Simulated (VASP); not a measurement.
Wanted: the native input for a VASP 6.6.1 run.

```yaml
Task: single point
Functional: PBE
Potentials_or_basis: VASP PAW PBE potentials, release 64 (Pb_d, Te)
Cutoff: 520 eV
k_mesh: 12 × 12 × 12
Occupations: fermi-dirac, width 0.1 eV
Spin: no spin polarisation
Dipole_correction: no
Further_INCAR_settings: ALGO = Normal; EDIFF = 1e-06; NBANDS = 17
```

The structure of TePb (CsCl type) lies in POSCAR:

```
TePb
1.0
    3.5553202855      0.0000000000      0.0000000000
    0.0000000000      3.5553202855      0.0000000000
    0.0000000000      0.0000000000      3.5553202855
Pb Te
1 1
Direct
    0.0000000000      0.0000000000      0.0000000000
    0.5000000000      0.5000000000      0.5000000000
```

The input as run:

INCAR

```
PREC = Accurate ; ENCUT = 520
EDIFF = 1E-6 ; ISMEAR = -1
SIGMA = 0.1 ; LREAL = False
LASPH = True ; NELM = 80
ALGO = Normal ; ISIF = 2
LWAVE = False ; LCHARG = False
GGA = PE ; NBANDS = 17
```

KPOINTS

```
Automatic mesh
0
Gamma
  12 12 12
```

Potentials or basis: VASP PAW PBE potentials, release 64 (Pb_d, Te).

Run with:

```console
$ cat potpaw_PBE.64/Pb_d/POTCAR potpaw_PBE.64/Te/POTCAR > POTCAR
$ mpirun -np 1 vasp_std > vasp.out
```

It gave:

* Pressure: 31.0 GPa
* Band gap on the k mesh: zero (bands 10 and 11 overlap by 3.25 eV)

Caveat: the cell stands under pressure; spin-orbit coupling is left out, which moves the levels of the heavy elements.

Run time: 74 s on 1 thread of Intel Xeon 8259CL, on a shared host, peak memory 0.2 GiB.
